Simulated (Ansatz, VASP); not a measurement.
# Y: VASP beside Ansatz

```
Y
1.0
     3.65354    0.00000    0.00000
    -1.82677    3.16406    0.00000
     0.00000    0.00000    5.69886
Y
2
Direct
  0.33333 0.66667 0.25000
  0.66667 0.33333 0.75000
```

Alike in both runs: task single point; functional PBE; k mesh 10 × 10 × 6; no spin polarisation.

|  | VASP | Ansatz |
| --- | --- | --- |
| version | VASP 6.6.1 | Ansatz 0.2.0 |
| potentials or method | VASP PAW PBE potentials, release 64 (Y_sv), cutoff 520 eV | plane waves (420 eV) with PAW, scalar-relativistic |
| occupations | methfessel-paxton of order 1, width 0.01 eV | cold, width 0.01 eV |
| valence electrons in the cell | 22 | 22 |

|  | VASP | Ansatz | Ansatz less VASP |
| --- | --- | --- | --- |
| pressure (GPa) | -0.3 | -0.2 | +0.10 |
| traceless stress, the component that is largest in VASP (GPa) | -0.43 | -0.41 | +0.022 |
